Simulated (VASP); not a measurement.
# Ga (Cmce) in VASP: notebook

Runs on Ga. Level: revPBE. Tasks: single point.

Program: VASP 6.6.1. These are calculated values, not measurements. Logs are shortened: lines on timing, memory, paths and dates and some standing lists are left out, and cuts for length are marked.

### Step 1. The cell of the first run

The structure is orthorhombic, space group Cmce (No. 64). Conventional cell: a = 4.792 Å, b = 8.021 Å, c = 4.705 Å, α = 90.00°, β = 90.00°, γ = 90.00°. Within 3.5 Å of Ga (site symmetry m) lie 7 Ga at 2.62 to 2.94 Å.

### Step 2. Single point, revPBE (22.61 Å³/atom)

INCAR reads:

```
PREC = Accurate
ENCUT = 520
EDIFF = 1E-6
ISMEAR = -1
SIGMA = 0.1
LREAL = False
LASPH = True
NELM = 80
ALGO = Normal
ISIF = 2
LWAVE = False
LCHARG = True
GGA = RE
LELF = True
LVHAR = True
NBANDS = 34
```

KPOINTS reads:

```
Automatic mesh
0
Gamma
  10 10 9
```

POSCAR reads:

```
Ga
1.0
    2.3961633082     -4.0106674026      0.0000000000
    2.3961633082      4.0106674026      0.0000000000
    0.0000000000      0.0000000000      4.7047563702
Ga
4
Direct
    0.8439416661      0.1560583339      0.0826813058
    0.6560583339      0.3439416661      0.5826813058
    0.1560583339      0.8439416661      0.9173186942
    0.3439416661      0.6560583339      0.4173186942
```

Potentials or basis: VASP PAW PBE potentials, release 64 (Ga_d).

The run is started by

```console
> cat potpaw_PBE.64/Ga_d/POTCAR > POTCAR
> mpirun -np 1 vasp_std > vasp.out
```

OUTCAR:

```text
PREC = Accurate
   ENCUT = 520
   EDIFF = 1E-6
   ISMEAR = -1
   LREAL = False
   LASPH = True
   NELM = 80
   ISIF = 2
   GGA = RE

 ion  position               nearest neighbor table
   1  0.844  0.156  0.083-   3 2.62   2 2.79   2 2.79   4 2.87   4 2.87
   2  0.656  0.344  0.583-   4 2.62   1 2.79   1 2.79   3 2.87   3 2.87
   3  0.156  0.844  0.917-   1 2.62   4 2.79   4 2.79   2 2.87   2 2.87
   4  0.344  0.656  0.417-   2 2.62   3 2.79   3 2.79   1 2.87   1 2.87

  LATTYP: Found a base centered orthorhombic cell.
 ALAT       =     4.7923266164
 B/A-ratio  =     1.6737871700
 C/A-ratio  =     0.9817269871

  Lattice vectors:

 A1 = (   2.3961633082,  -4.0106674026,   0.0000000000)
 A2 = (   2.3961633082,   4.0106674026,   0.0000000000)
 A3 = (   0.0000000000,   0.0000000000,   4.7047563702)

Analysis of symmetry for initial positions (statically):
=====================================================================
 Subroutine PRICEL returns:
 Original cell was already a primitive cell.

 Routine SETGRP: Setting up the symmetry group for a
 base centered orthorhombic supercell.

 Subroutine GETGRP returns: Found  8 space group operations
 (whereof  4 operations were pure point group operations)
 out of a pool of  8 trial point group operations.

The static configuration has the point symmetry C_2h.
 The point group associated with its full space group is D_2h.

Analysis of symmetry for dynamics (positions and initial velocities):
=====================================================================
 Subroutine PRICEL returns:
 Original cell was already a primitive cell.

 Routine SETGRP: Setting up the symmetry group for a
 base centered orthorhombic supercell.

 Subroutine GETGRP returns: Found  8 space group operations
 (whereof  4 operations were pure point group operations)
 out of a pool of  8 trial point group operations.

The dynamic configuration has the point symmetry C_2h.
 The point group associated with its full space group is D_2h.

 Subroutine INISYM returns: Found  8 space group operations
 (whereof  4 operations are pure point group operations),
 and found     1 'primitive' translations

----------------------------------------------------------------------------------------

                                     Primitive cell

  volume of cell :      90.4274

  direct lattice vectors                    reciprocal lattice vectors
     2.396163308 -4.010667403  0.000000000     0.208666913 -0.124667530  0.000000000
     2.396163308  4.010667403  0.000000000     0.208666913  0.124667530  0.000000000
     0.000000000  0.000000000  4.704756370     0.000000000  0.000000000  0.212550857

  length of vectors
     4.671943023  4.671943023  4.704756370     0.243071746  0.243071746  0.212550857

  position of ions in fractional coordinates (direct lattice)
     0.843941666  0.156058334  0.082681306
     0.656058334  0.343941666  0.582681306
     0.156058334  0.843941666  0.917318694
     0.343941666  0.656058334  0.417318694

  ion indices of the primitive-cell ions
   primitive index   ion index
                 1           1
                 2           2
                 3           3
                 4           4

----------------------------------------------------------------------------------------

 KPOINTS: Automatic mesh

Automatic generation of k-mesh.
 Grid dimensions read from file:
 generate k-points for:   10   10    9

 Generating k-lattice:

  Cartesian coordinates                     Fractional coordinates (reciprocal lattice)
     0.020866691 -0.012466753  0.000000000     0.100000000 -0.000000000  0.000000000
     0.020866691  0.012466753  0.000000000    -0.000000000  0.100000000  0.000000000
     0.000000000  0.000000000  0.023616762     0.000000000  0.000000000  0.111111111

  Length of vectors
     0.024307175  0.024307175  0.023616762

  Shift w.r.t. Gamma in fractional coordinates (k-lattice)
     0.000000000  0.000000000  0.000000000

 Subroutine IBZKPT returns following result:
 ===========================================

 Found    155 irreducible k-points:

 Following reciprocal coordinates:
            Coordinates               Weight
  0.000000  0.000000  0.000000      1.000000
  0.100000  0.000000  0.000000      4.000000
  0.200000  0.000000  0.000000      4.000000
  0.300000  0.000000  0.000000      4.000000
  0.400000  0.000000  0.000000      4.000000
  0.500000  0.000000  0.000000      2.000000
[... 16 lines left out ...]
  0.300000  0.300000  0.000000      2.000000
  0.400000  0.300000  0.000000      4.000000
 [... further k-points ...]
   k-points           NKPTS =    155   k-points in BZ     NKDIM =    155   number of bands    NBANDS=     34
   number of dos      NEDOS =    301   number of ions     NIONS =      4
   total plane-waves  NPLWV =  46656
   dimension x,y,z NGX =    36 NGY =   36 NGZ =   36
   dimension x,y,z NGXF=    72 NGYF=   72 NGZF=   72
   ions per type =               4
   NGX,Y,Z   is equivalent  to a cutoff of  12.81, 12.81, 12.72 a.u.
   NGXF,Y,Z  is equivalent  to a cutoff of  25.62, 25.62, 25.44 a.u.
 SYSTEM =  unknown system
   PREC   = accura    normal or accurate (medium, high low for compatibility)
   ISTART =      0    job   : 0-new  1-cont  2-samecut
   ICHARG =      2    charge: 1-file 2-atom 10-const
   ISPIN  =      1    spin polarized calculation?
   LNONCOLLINEAR =      F non collinear calculations
   LSORBIT =      F    spin-orbit coupling
   LASPH  =      T    aspherical Exc in radial PAW
   ENCUT  =  520.0 eV  38.22 Ry    6.18 a.u.   8.69  8.69  8.75*2*pi/ulx,y,z
   NELM   =     80;   NELMIN=  2; NELMDL= -5     # of ELM steps
   EDIFF  = 0.1E-05   stopping-criterion for ELM
   LREAL  =      F    real-space projection
   EDIFFG = 0.1E-04   stopping-criterion for IOM
   NSW    =      0    number of steps for IOM
   IBRION =     -1    ionic relax: 0-MD 1-quasi-New 2-CG
   NFREE  =      0    steps in history (QN), initial steepest desc. (CG)
   ISIF   =      2    stress and relaxation
   ISYM   =      2    0-nonsym 1-usesym 2-fastsym
   POTIM  = 0.5000    time-step for ionic-motion
   TEBEG  =    0.0;   TEEND  =   0.0 temperature during run
   PSTRESS=    0.0 pullay stress
   NELECT =      52.0000    total number of electrons
   NUPDOWN=      -1.0000    fix difference up-down
   EMIN   =  10.00;   EMAX   =-10.00  energy-range for DOS
   EFERMI =   0.00;   METHOD = LEGACY
   ISMEAR =    -1;   SIGMA  =   0.10  broadening in eV -4-tet -1-fermi 0-gaus
   EFERMI_NEDOS =   21; number of points for ismear=-14 and -15
   IALGO  =     38    algorithm
   IMIX   =      4    mixing-type and parameters
     AMIX     =   0.40;   BMIX     =  1.00
     AMIX_MAG =   1.60;   BMIX_MAG =  1.00
  volume/ion in A,a.u.               =      22.61       152.56
  Fermi-wavevector in a.u.,A,eV,Ry     =   1.361369  2.572615 25.216028  1.853326
  Thomas-Fermi vector in A             =   2.487951
   LORBIT       =      0    0 simple, 1 ext, 2 COOP (PROOUT), +10 PAW based schemes
   GGA     = RE    functional components
   LHFCALC =     F    Hartree Fock is set to
   AEXX    =    0.0000 exact exchange contribution
   IVDW    =     0    specifies the selected vdW correction
   LEPSILON=     F    determine dielectric tensor
   LRPA    =     F    only Hartree local field effects (RPA)
 non-spin polarized calculation
  energy-cutoff  :      520.00
  volume of cell :       90.43
 maximum number of plane-waves:      2467
   NGX = 17   NGY = 17   NGZ = 17

 number of electron      51.9999972 magnetization

 Free energy of the ion-electron system (eV)
  ---------------------------------------------------
  ext. energy  EPLUGINS =         0.00000000
  ---------------------------------------------------
  free energy    TOTEN  =       -10.40357184 eV

  energy without entropy =      -10.36469288  energy(sigma->0) =      -10.38413236

 E-fermi :   3.9268     XC(G=0):  -9.8553

 val. band max:        3.9089706686   @ k =  -0.2000   0.2000   0.4444
 cond. band min:       3.9320229588   @ k =   0.5000   0.4000   0.4444
 fundamental gap:      0.0230522903
 Fermi energy:         3.9268413253

 k-point     1 :       0.0000    0.0000    0.0000
  band No.  band energies     occupation
      1     -11.0341      2.00000
      2     -11.0319      2.00000
      3     -11.0180      2.00000
      4     -11.0036      2.00000
      5     -10.9796      2.00000
      6     -10.9641      2.00000
[... 26 lines left out ...]
     33      10.2383      0.00000
     34      10.7092      0.00000

 k-point     2 :       0.1000    0.0000    0.0000
  band No.  band energies     occupation
      1     -11.0330      2.00000
      2     -11.0311      2.00000
      3     -11.0194      2.00000
      4     -11.0065      2.00000
      5     -10.9751      2.00000
      6     -10.9627      2.00000
[... 26 lines left out ...]
     33      10.3357      0.00000
     34      10.5156      0.00000

 k-point     3 :       0.2000    0.0000    0.0000
  band No.  band energies     occupation
      1     -11.0338      2.00000
      2     -11.0239      2.00000
      3     -11.0231      2.00000
      4     -11.0128      2.00000
      5     -10.9710      2.00000
      6     -10.9525      2.00000
[... 26 lines left out ...]
     33       9.7922      0.00000
     34      10.4860      0.00000

 k-point     4 :       0.3000    0.0000    0.0000
  band No.  band energies     occupation
      1     -11.0351      2.00000
      2     -11.0245      2.00000
      3     -11.0221      2.00000
      4     -11.0090      2.00000
      5     -10.9741      2.00000
      6     -10.9637      2.00000
[... 26 lines left out ...]
     33       9.4250      0.00000
     34      10.6551      0.00000

 k-point     5 :       0.4000    0.0000    0.0000
  band No.  band energies     occupation
      1     -11.0375      2.00000
      2     -11.0291      2.00000
      3     -11.0154      2.00000
      4     -10.9984      2.00000
      5     -10.9814      2.00000
      6     -10.9792      2.00000
[... 621 lines left out ...]
 k-point    22 :      -0.2000    0.2000    0.0000
  band No.  band energies     occupation
      1     -11.0407      2.00000
      2     -11.0353      2.00000
      3     -11.0124      2.00000
      4     -11.0021      2.00000
      5     -10.9838      2.00000
      6     -10.9722      2.00000
[... 26 lines left out ...]
     33       9.1103      0.00000
     34       9.2627      0.00000

 k-point    23 :       0.3000    0.3000    0.0000
  band No.  band energies     occupation
      1     -11.0712      2.00000
      2     -11.0292      2.00000
      3     -11.0230      2.00000
      4     -10.9935      2.00000
      5     -10.9886      2.00000
      6     -10.9387      2.00000
[... 26 lines left out ...]
     33      11.6225      0.00000
     34      12.0068      0.00000

 k-point    24 :       0.4000    0.3000    0.0000
  band No.  band energies     occupation
      1     -11.0744      2.00000
      2     -11.0373      2.00000
      3     -11.0220      2.00000
      4     -10.9889      2.00000
      5     -10.9734      2.00000
      6     -10.9598      2.00000
[... 26 lines left out ...]
     33      11.7630      0.00000
     34      12.1345      0.00000

 [... further k-points ...]
[... 5 lines left out ...]
  --------------------------------------------------------------------------------------
  -------------------------------------------------------------------------------------
  Total       -1.5596967     -1.5841644     -1.4043233      0.0000000      0.0000000      0.0000000
  in kB      -27.6344320    -28.0679459    -24.8815530      0.0000000      0.0000000      0.0000000
  external PRESSURE =     -26.8613103 kB  Pullay stress =       0.0000000 kB

 VOLUME and BASIS-vectors are now :
 -----------------------------------------------------------------------------
  energy-cutoff  :      520.00
  volume of cell :       90.43
      direct lattice vectors                 reciprocal lattice vectors
     2.396163308 -4.010667403  0.000000000     0.208666913 -0.124667530  0.000000000
     2.396163308  4.010667403  0.000000000     0.208666913  0.124667530  0.000000000
     0.000000000  0.000000000  4.704756370     0.000000000  0.000000000  0.212550857

 POSITION                                       TOTAL-FORCE (eV/Angst)
 -----------------------------------------------------------------------------------
      2.39616     -2.75887      0.38900         0.000000      0.062236     -0.004677
      2.39616     -1.25180      2.74137         0.000000     -0.062236     -0.004677
      2.39616      2.75887      4.31576         0.000000     -0.062236      0.004677
      2.39616      1.25180      1.96338         0.000000      0.062236      0.004677
 -----------------------------------------------------------------------------------
    total drift:                               -0.000000     -0.000000     -0.000000

  FREE ENERGIE OF THE ION-ELECTRON SYSTEM (eV)
  ---------------------------------------------------
  free  energy   TOTEN  =       -10.4035718447 eV

  energy  without entropy=      -10.3646928767  energy(sigma->0) =      -10.38413236
```

Wall time 2.5 min (1 thread of Intel Xeon 6975P-C (Granite Rapids), shared host); peak memory 0.43 GiB.

Results:

```yaml
Free_energy: -10.4036 eV
Pressure: -2.7 GPa
Largest_force: 0.062 eV/Å
Band_gap_on_the_k_mesh: zero (bands 26 and 27 overlap by 1.00 eV)
```

Forces on the atoms (eV/Å):
```
Ga   0.000  0.062 -0.005
Ga   0.000 -0.062 -0.005
Ga   0.000 -0.062  0.005
Ga   0.000  0.062  0.005
```

Caveat: the PAW data sets were made with another functional, which shifts forces and pressure a little.

### Step 3. Single point, revPBE (23.44 Å³/atom)

This run uses another cell than the first one, of 23.44 Å³/atom.

INCAR reads:

```
SYSTEM = Ga
  PREC = Accurate
  ENCUT = 520
  EDIFF = 1E-6
  ISMEAR = -1
  SIGMA = 0.1
  LREAL = .False.
  LASPH = .True.
  NELM = 80
  ALGO = Normal
  ISIF = 2
  LWAVE = .False.
  LCHARG = .False.
  GGA = RE
  NBANDS = 34
```

KPOINTS reads:

```
Automatic mesh
0
Gamma
  10 10 9
  0 0 0
```

POSCAR reads:

```
Ga
1.0
    2.4253876921     -4.0595828015      0.0000000000
    2.4253876921      4.0595828015      0.0000000000
    0.0000000000      0.0000000000      4.7621371031
Ga
4
Direct
    0.8439416661      0.1560583339      0.0826813058
    0.6560583339      0.3439416661      0.5826813058
    0.1560583339      0.8439416661      0.9173186942
    0.3439416661      0.6560583339      0.4173186942
```

Potentials or basis: VASP PAW PBE potentials, release 64 (Ga_d).

The run is started by

```console
> cat potpaw_PBE.64/Ga_d/POTCAR > POTCAR
> mpirun -np 1 vasp_std > vasp.out
```

Wall time 2.4 min (1 thread of Intel Xeon 6975P-C (Granite Rapids), shared host); peak memory 0.44 GiB.

Results (log left out):

```yaml
Free_energy: -10.3371 eV
Pressure: -3.6 GPa
Largest_force: 0.080 eV/Å
Band_gap_on_the_k_mesh: zero (bands 26 and 27 overlap by 0.98 eV)
```

Forces in eV/Å, atoms in the order of the input:
```
Ga   0.000  0.079 -0.006
Ga   0.000 -0.079 -0.006
Ga   0.000 -0.079  0.006
Ga   0.000  0.079  0.006
```

Stress tensor (GPa, compression positive):
```
-3.68  0.00  0.00
 0.00 -3.76  0.00
 0.00  0.00 -3.44
```

Levels at points of the mesh, in eV from the Fermi level:
```
           k point  band 23  band 24  band 25  band 26  band 27  band 28  band 29  band 30
(0.00, 0.00, 0.00)    -3.29    -2.33    -1.39    -0.48     0.65     0.93     1.12     4.18
(0.50, 0.00, 0.00)    -3.35    -3.35    -0.94    -0.94     0.79     0.79     3.47     3.47
(0.50, 0.50, 0.00)    -4.37    -2.68    -1.77    -1.10     1.16     1.44     2.56     3.51
```

Caveat: the cell stands under tension; the PAW data sets were made with another functional, which shifts forces and pressure a little.
